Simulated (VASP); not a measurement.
Here is a VASP 6.6.1 calculation.

Contents of INCAR:

```
SYSTEM = GaN
ALGO     = Normal         ! electronic algorithm
EDIFF    = 1E-6           ! SCF threshold, eV
ENCUT    = 520            ! plane-wave cutoff, eV
GGA      = PE             ! functional
ISIF     = 2              ! what is computed and relaxed
ISMEAR   = -1             ! smearing method
LASPH    = .TRUE.         ! aspherical terms in the spheres
LCHARG   = .FALSE.        ! write CHGCAR
LREAL    = .FALSE.        ! projectors in reciprocal space
LWAVE    = .FALSE.        ! write WAVECAR
NBANDS   = 16             ! bands
NELM     = 80             ! most SCF steps
PREC     = Accurate       ! precision mode
SIGMA    = 0.02           ! smearing width, eV
```

Contents of KPOINTS:

```
k-points
0
G
  10 10 10
  0 0 0
```

File POSCAR:

```
GaN
1.0
    0.0806624313      2.3296149756      2.3296149756
    2.3296149756      0.0806624313      2.3296149756
    2.3296149756      2.3296149756      0.0806624313
Ga N
1 1
Direct
    0.0016009285      0.0016009285      0.0016009285
    0.2483990715      0.2483990715      0.2483990715
```

Potentials or basis: VASP PAW PBE potentials, release 64 (Ga_d, N).

Launch:

```console
$ cat potpaw_PBE.64/Ga_d/POTCAR potpaw_PBE.64/N/POTCAR > POTCAR
$ mpirun -np 1 vasp_std > vasp.out
```

Q: Estimate the band gap on the k mesh.

A: 1.25 eV.

Q: Estimate the largest force.

A: 0.040 eV/Å.

Q: Predict the pressure.

A: -2.7 GPa.

Forces in eV/Å, atoms in the order of the input:
```
Ga   0.023  0.023  0.023
N   -0.023 -0.023 -0.023
```

Caveat: the cell differs from its parent crystal (strain along [111] +5.4%).
